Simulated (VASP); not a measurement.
# InSe (R3m) in VASP: single point with LDA

Aim: the single point of InSe with LDA.

All numbers are computed with VASP 6.6.1; they aren't measurements. Logs are shortened: lines on timing, memory, paths and dates and some standing lists are left out, and cuts for length are marked.

### 1 The cell of the first run

It takes space group R3m (No. 160, trigonal). Conventional cell: a = 3.973 Å, b = 3.973 Å, c = 24.389 Å, α = 90.00°, β = 90.00°, γ = 120.00°. Within 3.5 Å of In (site symmetry 3m) lie 3 Se at 2.62 Å and 1 In at 2.74 Å. In (site symmetry 3m) has 3 Se at 2.62 Å and 1 In at 2.74 Å within 3.5 Å. Within 3.5 Å of Se (site symmetry 3m) lie 3 In at 2.62 Å. Se (site symmetry 3m) has 3 In at 2.62 Å within 3.5 Å.

### 2 Single point, LDA

Input file INCAR:

```
PREC = Accurate ; ENCUT = 500
EDIFF = 1E-6 ; ISMEAR = 0
SIGMA = 0.01 ; LREAL = F
LASPH = T ; NELM = 120
ALGO = Normal ; ISIF = 2
LWAVE = F ; LCHARG = T
GGA = CA ; LELF = T
LVHAR = T ; NBANDS = 27
GGA_COMPAT = F
```

Input file KPOINTS:

```
regular mesh
0
Gamma
  12 12 12
```

Input file POSCAR:

```
InSe
1.0
    1.9866734633      1.1470064589      8.1297930932
   -1.9866734633      1.1470064589      8.1297930932
    0.0000000000     -2.2940129177      8.1297930932
In Se
2 2
Direct
   -0.0001057046     -0.0001057046     -0.0001057046
    0.1123249906      0.1123249906      0.1123249906
    0.6145725443      0.6145725443      0.6145725443
    0.8309081696      0.8309081696      0.8309081696
```

Potentials or basis: VASP PAW LDA potentials, release 64 (In_d, Se).

The run is started by

```bash
$ cat potpaw_LDA.64/In_d/POTCAR potpaw_LDA.64/Se/POTCAR > POTCAR
$ mpirun -np 1 vasp_std > vasp.out
```

OUTCAR:

```text
PREC = Accurate
   ENCUT = 500
   EDIFF = 1E-6
   ISMEAR = 0
   LREAL = F
   LASPH = T
   NELM = 120
   ISIF = 2
   GGA = CA

 ion  position               nearest neighbor table
   1  1.000  1.000  1.000-   3 2.62   3 2.62   3 2.62   2 2.74
   2  0.112  0.112  0.112-   4 2.62   4 2.62   4 2.62   1 2.74
   3  0.615  0.615  0.615-   1 2.62   1 2.62   1 2.62
   4  0.831  0.831  0.831-   2 2.62   2 2.62   2 2.62

  LATTYP: Found a trigonal (rhomboedric) cell.
 ALAT       =     8.4472499078
 COS(alpha) =     0.8893752527

  Lattice vectors:

 A1 = (   1.9866734633,   1.1470064589,   8.1297930932)
 A2 = (  -1.9866734633,   1.1470064589,   8.1297930932)
 A3 = (   0.0000000000,  -2.2940129177,   8.1297930932)

Analysis of symmetry for initial positions (statically):
=====================================================================
 Subroutine PRICEL returns:
 Original cell was already a primitive cell.

 Routine SETGRP: Setting up the symmetry group for a
 trigonal (rhombohedral) supercell.

 Subroutine GETGRP returns: Found  6 space group operations
 (whereof  6 operations were pure point group operations)
 out of a pool of 12 trial point group operations.

The static configuration has the point symmetry C_3v.

Analysis of symmetry for dynamics (positions and initial velocities):
=====================================================================
 Subroutine PRICEL returns:
 Original cell was already a primitive cell.

 Routine SETGRP: Setting up the symmetry group for a
 trigonal (rhombohedral) supercell.

 Subroutine GETGRP returns: Found  6 space group operations
 (whereof  6 operations were pure point group operations)
 out of a pool of 12 trial point group operations.

The dynamic configuration has the point symmetry C_3v.

 Subroutine INISYM returns: Found  6 space group operations
 (whereof  6 operations are pure point group operations),
 and found     1 'primitive' translations

----------------------------------------------------------------------------------------

                                     Primitive cell

  volume of cell :     111.1535

  direct lattice vectors                    reciprocal lattice vectors
     1.986673463  1.147006459  8.129793093     0.251676991  0.145305779  0.041001453
    -1.986673463  1.147006459  8.129793093    -0.251676991  0.145305779  0.041001453
     0.000000000 -2.294012918  8.129793093     0.000000000 -0.290611557  0.041001453

  length of vectors
     8.447249908  8.447249908  8.447249908     0.293489687  0.293489687  0.293489687

  position of ions in fractional coordinates (direct lattice)
     0.999894295  0.999894295  0.999894295
     0.112324991  0.112324991  0.112324991
     0.614572544  0.614572544  0.614572544
     0.830908170  0.830908170  0.830908170

  ion indices of the primitive-cell ions
   primitive index   ion index
                 1           1
                 2           2
                 3           3
                 4           4

----------------------------------------------------------------------------------------

 KPOINTS: regular mesh

Automatic generation of k-mesh.
 Grid dimensions read from file:
 generate k-points for:   12   12   12

 Generating k-lattice:

  Cartesian coordinates                     Fractional coordinates (reciprocal lattice)
     0.020973083  0.012108815  0.003416788     0.083333333  0.000000000  0.000000000
    -0.020973083  0.012108815  0.003416788     0.000000000  0.083333333  0.000000000
     0.000000000 -0.024217630  0.003416788     0.000000000  0.000000000  0.083333333

  Length of vectors
     0.024457474  0.024457474  0.024457474

  Shift w.r.t. Gamma in fractional coordinates (k-lattice)
     0.000000000  0.000000000  0.000000000

 Subroutine IBZKPT returns following result:
 ===========================================

 Found    189 irreducible k-points:

 Following reciprocal coordinates:
            Coordinates               Weight
  0.000000  0.000000  0.000000      1.000000
  0.083333 -0.000000  0.000000      6.000000
  0.166667  0.000000 -0.000000      6.000000
  0.250000 -0.000000  0.000000      6.000000
  0.333333  0.000000  0.000000      6.000000
  0.416667 -0.000000  0.000000      6.000000
[... 16 lines left out ...]
  0.500000  0.166667 -0.000000     12.000000
 -0.416667  0.166667  0.000000     12.000000
 [... further k-points ...]
   k-points           NKPTS =    189   k-points in BZ     NKDIM =    189   number of bands    NBANDS=     27
   number of dos      NEDOS =    301   number of ions     NIONS =      4
   total plane-waves  NPLWV = 262144
   dimension x,y,z NGX =    64 NGY =   64 NGZ =   64
   dimension x,y,z NGXF=   128 NGYF=  128 NGZF=  128
   ions per type =               2   2
   NGX,Y,Z   is equivalent  to a cutoff of  12.60, 12.60, 12.60 a.u.
   NGXF,Y,Z  is equivalent  to a cutoff of  25.19, 25.19, 25.19 a.u.
 SYSTEM =  unknown system
   PREC   = accura    normal or accurate (medium, high low for compatibility)
   ISTART =      0    job   : 0-new  1-cont  2-samecut
   ICHARG =      2    charge: 1-file 2-atom 10-const
   ISPIN  =      1    spin polarized calculation?
   LNONCOLLINEAR =      F non collinear calculations
   LSORBIT =      F    spin-orbit coupling
   LASPH  =      T    aspherical Exc in radial PAW
   ENCUT  =  500.0 eV  36.75 Ry    6.06 a.u.  15.40 15.40 15.40*2*pi/ulx,y,z
   NELM   =    120;   NELMIN=  2; NELMDL= -5     # of ELM steps
   EDIFF  = 0.1E-05   stopping-criterion for ELM
   LREAL  =      F    real-space projection
   EDIFFG = 0.1E-04   stopping-criterion for IOM
   NSW    =      0    number of steps for IOM
   IBRION =     -1    ionic relax: 0-MD 1-quasi-New 2-CG
   NFREE  =      0    steps in history (QN), initial steepest desc. (CG)
   ISIF   =      2    stress and relaxation
   ISYM   =      2    0-nonsym 1-usesym 2-fastsym
   POTIM  = 0.5000    time-step for ionic-motion
   TEBEG  =    0.0;   TEEND  =   0.0 temperature during run
   PSTRESS=    0.0 pullay stress
   NELECT =      38.0000    total number of electrons
   NUPDOWN=      -1.0000    fix difference up-down
   EMIN   =  10.00;   EMAX   =-10.00  energy-range for DOS
   EFERMI =   0.00;   METHOD = LEGACY
   ISMEAR =     0;   SIGMA  =   0.01  broadening in eV -4-tet -1-fermi 0-gaus
   EFERMI_NEDOS =   21; number of points for ismear=-14 and -15
   IALGO  =     38    algorithm
   IMIX   =      4    mixing-type and parameters
     AMIX     =   0.40;   BMIX     =  1.00
     AMIX_MAG =   1.60;   BMIX_MAG =  1.00
  volume/ion in A,a.u.               =      27.79       187.53
  Fermi-wavevector in a.u.,A,eV,Ry     =   1.144709  2.163186 17.828504  1.310358
  Thomas-Fermi vector in A             =   2.281400
   LORBIT       =      0    0 simple, 1 ext, 2 COOP (PROOUT), +10 PAW based schemes
   GGA     = CA    functional components
   LHFCALC =     F    Hartree Fock is set to
   AEXX    =    0.0000 exact exchange contribution
   IVDW    =     0    specifies the selected vdW correction
   LEPSILON=     F    determine dielectric tensor
   LRPA    =     F    only Hartree local field effects (RPA)
 non-spin polarized calculation
 Gauss-broadening in eV      SIGMA  =   0.01
  energy-cutoff  :      500.00
  volume of cell :      111.15
 maximum number of plane-waves:      2864
 NGX is ok and might be reduce to    64
   NGX = 31   NGY = 31   NGZ = 31

 number of electron      38.0000000 magnetization

 Free energy of the ion-electron system (eV)
  ---------------------------------------------------
  ext. energy  EPLUGINS =         0.00000000
  ---------------------------------------------------
  free energy    TOTEN  =       -16.67133782 eV

  energy without entropy =      -16.67133782  energy(sigma->0) =      -16.67133782

 E-fermi :   4.6209     XC(G=0):  -9.5013

 val. band max:        4.5464656815   @ k =   0.5000   0.5000   0.5000
 cond. band min:       4.7539944642   @ k =   0.5000   0.5000   0.5000
 fundamental gap:      0.2075287827
 Fermi energy:         4.6208551863

 k-point     1 :       0.0000    0.0000    0.0000
  band No.  band energies     occupation
      1     -10.4132      2.00000
      2     -10.1921      2.00000
      3     -10.1921      2.00000
      4     -10.0907      2.00000
      5     -10.0907      2.00000
      6     -10.0821      2.00000
[... 19 lines left out ...]
     26       9.8503      0.00000
     27      12.0434      0.00000

 k-point     2 :       0.0833   -0.0000    0.0000
  band No.  band energies     occupation
      1     -10.4135      2.00000
      2     -10.2300      2.00000
      3     -10.1910      2.00000
      4     -10.1293      2.00000
      5     -10.0851      2.00000
      6     -10.0847      2.00000
[... 19 lines left out ...]
     26      10.0278      0.00000
     27      12.0307      0.00000

 k-point     3 :       0.1667    0.0000   -0.0000
  band No.  band energies     occupation
      1     -10.4216      2.00000
      2     -10.3016      2.00000
      3     -10.2133      2.00000
      4     -10.1891      2.00000
      5     -10.0912      2.00000
      6     -10.0698      2.00000
[... 19 lines left out ...]
     26      10.4420      0.00000
     27      11.2793      0.00000

 k-point     4 :       0.2500   -0.0000    0.0000
  band No.  band energies     occupation
      1     -10.4596      2.00000
      2     -10.3420      2.00000
      3     -10.3016      2.00000
      4     -10.1884      2.00000
      5     -10.0998      2.00000
      6     -10.0491      2.00000
[... 19 lines left out ...]
     26      10.8311      0.00000
     27      11.1632      0.00000
[... 516 lines left out ...]
      4     -10.1995      2.00000
      5     -10.0991      2.00000
      6     -10.0317      2.00000
[... 19 lines left out ...]
     26      11.0749      0.00000
     27      11.4777      0.00000

 k-point    23 :       0.5000    0.1667   -0.0000
  band No.  band energies     occupation
      1     -10.5502      2.00000
      2     -10.4319      2.00000
      3     -10.3435      2.00000
      4     -10.2040      2.00000
      5     -10.1009      2.00000
      6     -10.0222      2.00000
[... 19 lines left out ...]
     26      11.3677      0.00000
     27      11.9734      0.00000

 k-point    24 :      -0.4167    0.1667    0.0000
  band No.  band energies     occupation
      1     -10.5618      2.00000
      2     -10.4429      2.00000
      3     -10.3425      2.00000
      4     -10.2057      2.00000
      5     -10.1015      2.00000
      6     -10.0187      2.00000
[... 19 lines left out ...]
     26      11.4925      0.00000
     27      12.2858      0.00000

 [... further k-points ...]

------------------------ aborting loop because EDIFF is reached ----------------------------------------

  FORCE on cell =-STRESS in cart. coord.  units (eV):
  Direction    XX          YY          ZZ          XY          YZ          ZX
  --------------------------------------------------------------------------------------
  -------------------------------------------------------------------------------------
  Total        0.1029910      0.1029910      0.1207717      0.0000000      0.0000000      0.0000000
  in kB        1.4845218      1.4845218      1.7408148      0.0000000      0.0000000      0.0000000
  external PRESSURE =       1.5699528 kB  Pullay stress =       0.0000000 kB

 VOLUME and BASIS-vectors are now :
 -----------------------------------------------------------------------------
  energy-cutoff  :      500.00
  volume of cell :      111.15
      direct lattice vectors                 reciprocal lattice vectors
     1.986673463  1.147006459  8.129793093     0.251676991  0.145305779  0.041001453
    -1.986673463  1.147006459  8.129793093    -0.251676991  0.145305779  0.041001453
     0.000000000 -2.294012918  8.129793093     0.000000000 -0.290611557  0.041001453

 POSITION                                       TOTAL-FORCE (eV/Angst)
 -----------------------------------------------------------------------------------
      0.00000      0.00000     24.38680         0.000000      0.000000      0.013234
      0.00000      0.00000      2.73954         0.000000     -0.000000     -0.013101
      0.00000      0.00000     14.98904         0.000000     -0.000000     -0.027243
      0.00000      0.00000     20.26533         0.000000      0.000000      0.027110
 -----------------------------------------------------------------------------------
    total drift:                                0.000000     -0.000000      0.000272

  FREE ENERGIE OF THE ION-ELECTRON SYSTEM (eV)
  ---------------------------------------------------
  free  energy   TOTEN  =       -16.6713378222 eV

  energy  without entropy=      -16.6713378222  energy(sigma->0) =      -16.67133782
```

Wall time 27 min (1 thread of Intel Xeon Platinum 8259CL at 2.50GHz (Skylake/Cascade Lake), shared host); peak memory 0.74 GiB.

What came out:

| Item | Value |
| --- | --- |
| Free energy | -16.6713 eV |
| Pressure | 0.2 GPa |
| Largest force | 0.027 eV/Å |
| Band gap on the k mesh | 0.21 eV |

Forces in eV/Å, atoms in the order of the input:
```
In   0.000  0.000  0.013
In   0.000  0.000 -0.013
Se   0.000  0.000 -0.027
Se   0.000  0.000  0.027
```

Levels at points of the mesh, in eV from the valence-band top:
```csv
k point,band 16,band 17,band 18,band 19,band 20,band 21,band 22,band 23
"(0.00, 0.00, 0.00)",-1.48,-1.48,-1.30,-1.30,1.70,1.92,4.18,4.18
"(0.50, 0.00, 0.00)",-2.66,-2.57,-2.36,-1.81,0.91,1.90,3.56,3.89
"(0.50, 0.50, 0.00)",-2.90,-2.75,-2.14,-1.66,0.92,1.88,3.13,3.34
"(0.50, 0.50, 0.50)",-1.55,-1.22,-1.22,0.00,0.21,1.97,4.06,4.06
```

Caveat: spin-orbit coupling is left out, which moves the levels of the heavy elements.
